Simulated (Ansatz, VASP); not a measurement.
**One calculation of GaP, two programs**

File INCAR:

```
SYSTEM = GaP
ALGO = Normal ; EDIFF = 1E-6
ENCUT = 500 ; GGA_COMPAT = .False.
ISIF = 2 ; ISMEAR = -1
LASPH = .True. ; LCHARG = .False.
LREAL = .False. ; LWAVE = .False.
NBANDS = 16 ; NELM = 120
PREC = Accurate ; SIGMA = 0.1
```

KPOINTS

```
k-points
0
Gamma
  14 14 14
  0 0 0
```

The input POSCAR:

```
GaP
1.0
    0.0000000000      2.5253746113      2.5253746113
    2.5253746113      0.0000000000      2.5253746113
    2.5253746113      2.5253746113      0.0000000000
Ga P
1 1
Direct
    0.0000000000      0.0000000000      0.0000000000
    0.5000000000      0.5000000000      0.5000000000
```

Input for Ansatz:

```yaml
crystal:
  lattice:
    - [0.0, 2.5253746113, 2.5253746113]
    - [2.5253746113, 0.0, 2.5253746113]
    - [2.5253746113, 2.5253746113, 0.0]
  atoms:
    - { symbol: Ga, position: [0.0, 0.0, 0.0] }
    - { symbol: P, position: [0.5, 0.5, 0.5] }
kpoints:
  mp_grid: { grid: [14, 14, 14] }
scf:
  occupations: { method: fermi_dirac, width: 0.1 }
hamiltonian:
  xc: lda
  pseudopotentials: { kind: all_electron, datasets: crystal }
output:
  forces: true
  stress: true
  eigenvalues: true
```

Change from the starting cell: volume scaled by 1, crystal datasets.

Alike in both runs: task single point; functional LDA; k mesh 14 × 14 × 14; occupations fermi-dirac, width 0.1 eV; no spin polarisation.

|  | VASP | Ansatz |
| --- | --- | --- |
| version | VASP 6.6.1 | Ansatz 0.2.0 |
| potentials or method | VASP PAW LDA potentials, release 64 (Ga_d, P), cutoff 500 eV | all-electron PAW with datasets made for the crystal, scalar-relativistic |

|  | VASP | Ansatz | Ansatz less VASP |
| --- | --- | --- | --- |
| pressure (GPa) | 0.1 | 0.1 | -0.04 |

LDA's correlation is that of Perdew and Zunger in VASP and of Perdew and Wang (1992) in Ansatz. Ansatz ran all-electron here, and VASP with PAW potentials.
